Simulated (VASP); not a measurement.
## LiF: relaxation of cell and atoms with PBE

The system is LiF.

```xyz
2
Lattice="0.0000 2.0344 2.0344 2.0344 0.0000 2.0344 2.0344 2.0344 0.0000" Properties=species:S:1:pos:R:3 pbc="T T T"
Li    2.0344    2.0344    2.0344
F     0.0000    0.0000    0.0000
```

```json
{"Program": "VASP 6.6.1", "Task": "relaxation of cell and atoms", "Functional": "PBE", "Potentials or basis": "VASP PAW PBE potentials, release 64 (Li_sv, F_h)", "Cutoff": "910 eV", "k mesh": "10 × 10 × 10", "Occupations": "gaussian, width 0.02 eV", "Spin": "no spin polarisation", "Dipole correction": "no", "Further INCAR settings": "ALGO = Normal; EDIFF = 1e-07; IBRION = 2; EDIFFG = -0.01; NSW = 100; ISIF = 3"}
```

```yaml
Relaxed_volume: 8.30 Å³/atom
Relaxed_cell: a = 2.863 Å, b = 2.863 Å, c = 2.863 Å, α = 60.00°, β = 60.00°, γ = 60.00°
Space_group_after_relaxing_to_0.1_Å: Fm-3m (No. 225)
Energy_gained_by_relaxing: 0.4 meV/atom
Ionic_steps: 3
Pressure_after_relaxing: 0.1 GPa
Band_gap_on_the_k_mesh: 8.93 eV
```

Step by step:
| step | energy change (eV) | largest force (eV/Å) | pressure (GPa) | volume (Å³) |
| --- | --- | --- | --- | --- |
| 1 | 0.0000 | 0.0000 | -1.07 | 16.84 |
| 2 | -0.0006 | 0.0000 | -0.40 | 16.70 |
| 3 | -0.0007 | 0.0000 | 0.08 | 16.60 |

Final structure:
```
Li F
1.0
     0.00000    2.02478    2.02478
     2.02478    0.00000    2.02478
     2.02478    2.02478    0.00000
Li F
1 1
Direct
  0.50000 0.50000 0.50000
  0.00000 0.00000 0.00000
```

Levels at points of the mesh, in eV from the valence-band top:
```csv
k point,band 3,band 4,band 5,band 6,band 7,band 8
"(0.00, 0.00, 0.00)",0.00,0.00,0.00,8.93,23.76,23.76
"(0.50, 0.00, 0.00)",-2.47,-0.22,-0.22,10.70,16.54,18.78
"(0.50, 0.50, 0.00)",-2.93,-0.97,-0.97,14.66,16.41,17.23
```

Wall time 68 s on 1 thread of AMD EPYC 7R43 64-Core Processor (Zen 3), on a shared host, peak memory 0.12 GiB.

Caveat: the cutoff is under 1.25 times the usual one of these potentials, so pressure, stress and relaxed cells hold a basis-set (Pulay) error. A k mesh can miss the band edges.
